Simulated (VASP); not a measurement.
Write the native input for VASP 6.6.1 that does the following.

```
Task                   : relaxation of cell and atoms
Functional             : PBE
Potentials or basis    : VASP PAW PBE potentials, release 64 (Rb_sv, Zn)
Cutoff                 : 600 eV
k mesh                 : 6 × 6 × 6
Occupations            : gaussian, width 0.1 eV
Spin                   : no spin polarisation
Dipole correction      : no
Further INCAR settings : ALGO = Fast; EDIFF = 1e-06; IBRION = 2; EDIFFG = -0.04; NSW = 90; ISIF = 3
```

The structure of RbZn2 lies in POSCAR:

```
RbZn2
1.0
    5.0275113573      0.0000000000      0.0000000000
   -2.5137556786      4.3539525533      0.0000000000
    0.0000000000      0.0000000000      3.1959414621
Rb Zn
1 2
Direct
    0.0000000000      0.0000000000      0.0000000000
    0.3333333333      0.6666666667      0.5000000000
    0.6666666667      0.3333333333      0.5000000000
```

The input as run:

INCAR

```
PREC = Accurate
ENCUT = 600
EDIFF = 1E-6
ISMEAR = 0
SIGMA = 0.1
LREAL = F
LASPH = T
NELM = 80
ALGO = Fast
ISIF = 3
LWAVE = F
LCHARG = F
GGA = PE
IBRION = 2
NSW = 90
EDIFFG = -0.04
```

KPOINTS

```
regular mesh
0
Gamma
  6 6 6
```

Potentials or basis: VASP PAW PBE potentials, release 64 (Rb_sv, Zn).

Command:

```bash
$ cat potpaw_PBE.64/Rb_sv/POTCAR potpaw_PBE.64/Zn/POTCAR > POTCAR
$ mpirun -np 1 vasp_std > vasp.out
```

Results of the run:

```json
{"Relaxed volume": "31.04 Å³/atom", "Relaxed cell": "a = 4.549 Å, b = 4.549 Å, c = 5.197 Å, α = 90.00°, β = 90.00°, γ = 120.00°", "Space group after relaxing (to 0.1 Å)": "P6/mmm (No. 191)", "Energy gained by relaxing": "212.8 meV/atom", "Ionic steps": "23", "Pressure after relaxing": "-0.1 GPa", "Band gap on the k mesh": "zero (an odd number of electrons rules out a gap without spin polarisation)"}
```

Caveat: the volume moved by over 15 % at a fixed basis, so the end points are rough.

Wall time 14 min on 1 thread of Oxide Virtual Turin-like Processor, with other jobs on the host, peak memory 0.21 GiB.
